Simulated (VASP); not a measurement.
# Ti3Al (Fm-3m) in VASP: a series of runs, part 2 of 2

VASP 6.6.1. The steps go on from the part before.

### Step 4. Single point, PBEsol, collinear spin, ferromagnetic start

This run uses another cell than the first one, of 16.88 Å³/atom, 1.141 times its volume.

The input, INCAR:

```
SYSTEM = Ti3Al
PREC = Accurate
ENCUT = 520
EDIFF = 1E-6
ISMEAR = 0
SIGMA = 0.1
LREAL = .False.
LASPH = .True.
NELM = 150
ALGO = Normal
ISIF = 2
LWAVE = .False.
LCHARG = .False.
ISPIN = 2
MAGMOM = 0.22 0.22 0.96 0
LORBIT = 11
LMAXMIX = 4
GGA = PS
NBANDS = 32
```

The input, KPOINTS:

```
Automatic mesh
0
Gamma
  12 12 12
  0 0 0
```

The input, POSCAR:

```
Ti3Al
1.0
    0.0000000000      3.2317810000      3.2317810000
    3.2317810000      0.0000000000      3.2317810000
    3.2317810000      3.2317810000      0.0000000000
Ti Al
3 1
Direct
    0.7500000000      0.7500000000      0.7500000000
    0.2500000000      0.2500000000      0.2500000000
    0.0000000000      0.0000000000      0.0000000000
    0.5000000000      0.5000000000      0.5000000000
```

Potentials or basis: VASP PAW PBE potentials, release 64 (Ti_sv, Al).

On the command line:

```console
$ cat potpaw_PBE.64/Ti_sv/POTCAR potpaw_PBE.64/Al/POTCAR > POTCAR
$ mpirun -np 1 vasp_std > vasp.out
```

OUTCAR:

```text
SYSTEM = Ti3Al
   PREC = Accurate
   ENCUT = 520
   EDIFF = 1E-6
   ISMEAR = 0
   LREAL = .False.
   LASPH = .True.
   NELM = 150
   ISIF = 2
   ISPIN = 2
   LORBIT = 11
   GGA = PS

 ion  position               nearest neighbor table
   1  0.750  0.750  0.750-   4 2.80   4 2.80   4 2.80   3 2.80   4 2.80   3 2.80   3 2.80   3 2.80

   2  0.250  0.250  0.250-   3 2.80   3 2.80   3 2.80   3 2.80   4 2.80   4 2.80   4 2.80   4 2.80

   3  0.000  0.000  0.000-   1 2.80   1 2.80   1 2.80   1 2.80   2 2.80   2 2.80   2 2.80   2 2.80

   4  0.500  0.500  0.500-   2 2.80   2 2.80   2 2.80   1 2.80   2 2.80   1 2.80   1 2.80   1 2.80

[... 1867 lines left out ...]
     3.231781000  0.000000000  3.231781000     0.154713454 -0.154713454  0.154713454
     3.231781000  3.231781000  0.000000000     0.154713454  0.154713454 -0.154713454

 POSITION                                       TOTAL-FORCE (eV/Angst)
 -----------------------------------------------------------------------------------
      4.84767      4.84767      4.84767         0.000000      0.000000      0.000000
      1.61589      1.61589      1.61589        -0.000000     -0.000000     -0.000000
      0.00000      0.00000      0.00000        -0.000000      0.000000      0.000000
      3.23178      3.23178      3.23178        -0.000000      0.000000      0.000000
 -----------------------------------------------------------------------------------
    total drift:                                0.000000      0.000000      0.000000

  FREE ENERGIE OF THE ION-ELECTRON SYSTEM (eV)
  ---------------------------------------------------
  free  energy   TOTEN  =       -29.7125195345 eV

  energy  without entropy=      -29.6842096200  energy(sigma->0) =      -29.69836458

 total charge

# of ion       s       p       d       tot
------------------------------------------
    1        2.213   6.127   1.905  10.245
    2        2.213   6.127   1.905  10.245
    3        2.251   6.095   1.972  10.319
    4        0.405   0.413   0.000   0.819
--------------------------------------------------
tot          7.082  18.762   5.782  31.627

 magnetization (x)

# of ion       s       p       d       tot
------------------------------------------
    1        0.002   0.030   0.195   0.228
    2        0.002   0.030   0.195   0.228
    3        0.012   0.028   0.895   0.935
    4       -0.006  -0.011   0.000  -0.017
--------------------------------------------------
tot          0.010   0.077   1.285   1.373
```

stdout:

```text
POSCAR found type information on POSCAR TiAl
 POSCAR found :  2 types and       4 ions
 scaLAPACK will be used
 -----------------------------------------------------------------------------
|                                                                             |
|                                                                             |
|     You enforced a specific xc type in the INCAR file but a different       |
|     I HOPE YOU KNOW WHAT YOU ARE DOING!                                     |
|                                                                             |
 -----------------------------------------------------------------------------

 LDA part: xc-table for (Slater+PW92), standard interpolation
 POSCAR, INCAR and KPOINTS ok, starting setup
 FFT: planning ... GRIDC
 FFT: planning ... GRID_SOFT
 FFT: planning ... GRID
 WAVECAR not read
 entering main loop
```

Run time: 7.5 min. Hardware: 1 thread of Oxide Virtual Turin-like, shared host; peak memory 0.35 GiB.

What came out:

| Item | Value |
| --- | --- |
| Free energy | -29.7125 eV |
| Pressure | -4.1 GPa |
| Net moment | 1.84 μB per cell |
| Site moments | Ti +0.23, +0.94; Al -0.02 μB |
| Valence electrons inside the program's atomic spheres | Ti 10.24, 10.32; Al 0.82 |

Levels at points of the mesh, in eV from the Fermi level:
Spin up:
```csv
k point,band 18,band 19,band 20,band 21,band 22,band 23,band 24,band 25
"(0.00, 0.00, 0.00)",-1.73,-0.32,-0.32,-0.32,2.13,2.13,2.13,2.77
"(0.50, 0.00, 0.00)",-0.58,-0.58,-0.19,-0.19,0.62,0.89,0.89,2.55
"(0.50, 0.50, 0.00)",-0.66,-0.39,-0.39,-0.17,0.96,1.00,1.00,2.12
```
Spin down:
| k point | band 17 | band 18 | band 19 | band 20 | band 21 | band 22 |
| --- | --- | --- | --- | --- | --- | --- |
| (0.00, 0.00, 0.00) | -1.48 | -1.48 | 0.49 | 0.49 | 0.49 | 2.36 |
| (0.50, 0.00, 0.00) | -0.01 | 0.05 | 0.05 | 0.09 | 0.09 | 0.93 |
| (0.50, 0.50, 0.00) | -0.54 | -0.54 | -0.03 | 0.28 | 0.28 | 1.40 |

Caveat: the PAW data sets were made with another functional, which shifts forces and pressure a little.

### Step 5. Single point, PBEsol, collinear spin, ferromagnetic start (volume scaled by 1.06)

The input, INCAR:

```
SYSTEM = Ti3Al
PREC = Accurate ; ENCUT = 520
EDIFF = 1E-6 ; ISMEAR = 0
SIGMA = 0.1 ; LREAL = .FALSE.
LASPH = .TRUE. ; NELM = 150
ALGO = Fast ; ISIF = 2
LWAVE = .FALSE. ; LCHARG = .FALSE.
ISPIN = 2 ; MAGMOM = 0.22 0.22 0.96 0
LORBIT = 11 ; LMAXMIX = 4
GGA = PS ; NBANDS = 32
```

The input, KPOINTS:

```
Automatic mesh
0
G
  12 12 12
  0 0 0
```

The input, POSCAR:

```
Ti3Al
1.0
    0.0000000000      3.2541160362      3.2541160362
    3.2541160362      0.0000000000      3.2541160362
    3.2541160362      3.2541160362      0.0000000000
Ti Al
3 1
Direct
    0.7500000000      0.7500000000      0.7500000000
    0.2500000000      0.2500000000      0.2500000000
    0.0000000000      0.0000000000      0.0000000000
    0.5000000000      0.5000000000      0.5000000000
```

On the command line:

```console
$ cat potpaw_PBE.64/Ti_sv/POTCAR potpaw_PBE.64/Al/POTCAR > POTCAR
$ mpirun -np 1 vasp_std > vasp.out
```

It took 23 min on 1 thread of Oxide Virtual Turin-like, shared host; peak memory 0.36 GiB.

Results (log left out):

- Free energy: -29.6681 eV
- Pressure: -6.0 GPa
- Net moment: 1.94 μB per cell
- Site moments: Ti +0.25, +0.97; Al -0.02 μB
- Valence electrons inside the program's atomic spheres: Ti 10.22, 10.30; Al 0.81

Levels at points of the mesh, in eV from the Fermi level:
Spin up:
```csv
k point,band 17,band 18,band 19,band 20,band 21,band 22,band 23,band 24,band 25,band 26
"(0.00, 0.00, 0.00)",-1.69,-1.69,-0.35,-0.35,-0.35,2.06,2.06,2.06,2.69,2.69
"(0.50, 0.00, 0.00)",-0.67,-0.58,-0.58,-0.20,-0.20,0.58,0.86,0.86,2.47,2.47
"(0.50, 0.50, 0.00)",-0.68,-0.68,-0.40,-0.40,-0.17,0.94,0.95,0.95,2.04,2.31
```
Spin down:
```csv
k point,band 15,band 16,band 17,band 18,band 19,band 20,band 21,band 22,band 23,band 24
"(0.00, 0.00, 0.00)",-1.53,-1.53,-1.43,-1.43,0.50,0.50,0.50,2.31,2.31,2.31
"(0.50, 0.00, 0.00)",-1.69,-1.69,0.00,0.07,0.07,0.09,0.09,0.91,1.11,1.11
"(0.50, 0.50, 0.00)",-1.69,-1.63,-0.55,-0.55,-0.02,0.30,0.30,1.37,1.37,1.46
```

Caveat: the cell differs from its parent crystal (volume scaled by 1.06); the PAW data sets were made with another functional, which shifts forces and pressure a little.

### Step 6. Single point, PBEsol, collinear spin, ferromagnetic start

This run uses another cell than the first one, of 16.25 Å³/atom, 1.099 times its volume.

Edit INCAR of step 5 so:

```diff
@@ -3,5 +3,5 @@
 EDIFF = 1E-6 ; ISMEAR = 0
-SIGMA = 0.1 ; LREAL = .FALSE.
+SIGMA = 0.15 ; LREAL = .FALSE.
 LASPH = .TRUE. ; NELM = 150
-ALGO = Fast ; ISIF = 2
+ALGO = Normal ; ISIF = 2
 LWAVE = .FALSE. ; LCHARG = .FALSE.
```

The input, KPOINTS:

```
Automatic mesh
0
G
  10 10 10
  0 0 0
```

The input, POSCAR:

```
Ti3Al
1.0
    0.0000000000      3.1915212940      3.1915212940
    3.1915212940      0.0000000000      3.1915212940
    3.1915212940      3.1915212940      0.0000000000
Ti Al
3 1
Direct
    0.7500000000      0.7500000000      0.7500000000
    0.2500000000      0.2500000000      0.2500000000
    0.0000000000      0.0000000000      0.0000000000
    0.5000000000      0.5000000000      0.5000000000
```

Potentials or basis: VASP PAW PBE potentials, release 64 (Ti_sv, Al).

On the command line:

```console
$ cat potpaw_PBE.64/Ti_sv/POTCAR potpaw_PBE.64/Al/POTCAR > POTCAR
$ mpirun -np 1 vasp_std > vasp.out
```

Wall time 7.3 min (1 thread of Oxide Virtual Turin-like, shared host); peak memory 0.29 GiB.

The run converged. Its results:

```
Free energy                                           : -29.7619 eV
Pressure                                              : 0.0 GPa
Net moment                                            : 1.68 μB per cell
Site moments                                          : Ti +0.21, +0.87; Al -0.01 μB
Valence electrons inside the program's atomic spheres : Ti 10.29, 10.36; Al 0.84
```

Levels at points of the mesh, in eV from the Fermi level:
Spin up:
| k point | band 19 | band 20 | band 21 | band 22 | band 23 | band 24 |
| --- | --- | --- | --- | --- | --- | --- |
| (0.00, 0.00, 0.00) | -0.29 | -0.29 | -0.29 | 2.24 | 2.24 | 2.24 |
| (0.50, 0.00, 0.00) | -0.59 | -0.17 | -0.17 | 0.69 | 0.93 | 0.93 |
| (0.50, 0.50, 0.00) | -0.39 | -0.39 | -0.20 | 0.98 | 1.08 | 1.08 |
Spin down:
| k point | band 17 | band 18 | band 19 | band 20 | band 21 | band 22 |
| --- | --- | --- | --- | --- | --- | --- |
| (0.00, 0.00, 0.00) | -1.60 | -1.60 | 0.46 | 0.46 | 0.46 | 2.45 |
| (0.50, 0.00, 0.00) | -0.06 | 0.00 | 0.00 | 0.08 | 0.08 | 0.97 |
| (0.50, 0.50, 0.00) | -0.52 | -0.52 | -0.07 | 0.23 | 0.23 | 1.43 |

Caveat: the PAW data sets were made with another functional, which shifts forces and pressure a little.

### Step 7. Overview

| cell | k mesh | smearing | gap on the mesh (eV) | pressure (GPa) | moment (μB) |
| --- | --- | --- | --- | --- | --- |
| a = 4.374 Å, angles 60.0°, 4 atoms | 12 × 12 × 12 | gaussian 0.1 eV | none | 12.7 | 1.27 |
| a = 4.659 Å, angles 60.0°, 4 atoms | 12 × 12 × 12 | gaussian 0.1 eV | none | -9.2 | 2.13 |
| a = 4.570 Å, angles 60.0°, 4 atoms | 12 × 12 × 12 | gaussian 0.1 eV | none | -4.1 | 1.84 |
| a = 4.602 Å, angles 60.0°, 4 atoms | 12 × 12 × 12 | gaussian 0.1 eV | none | -6.0 | 1.94 |
| a = 4.513 Å, angles 60.0°, 4 atoms | 10 × 10 × 10 | gaussian 0.15 eV | none | 0.0 | 1.68 |

Alike in all rows: task single point; level PBEsol; potentials or basis VASP PAW PBE potentials, release 64 (Ti_sv, Al); spin collinear, ferromagnetic start; cutoff (eV) 520.

Caveats: the PAW data sets were made with another functional, which shifts forces and pressure a little.

Absolute energies hang on the potentials; compare differences alone.
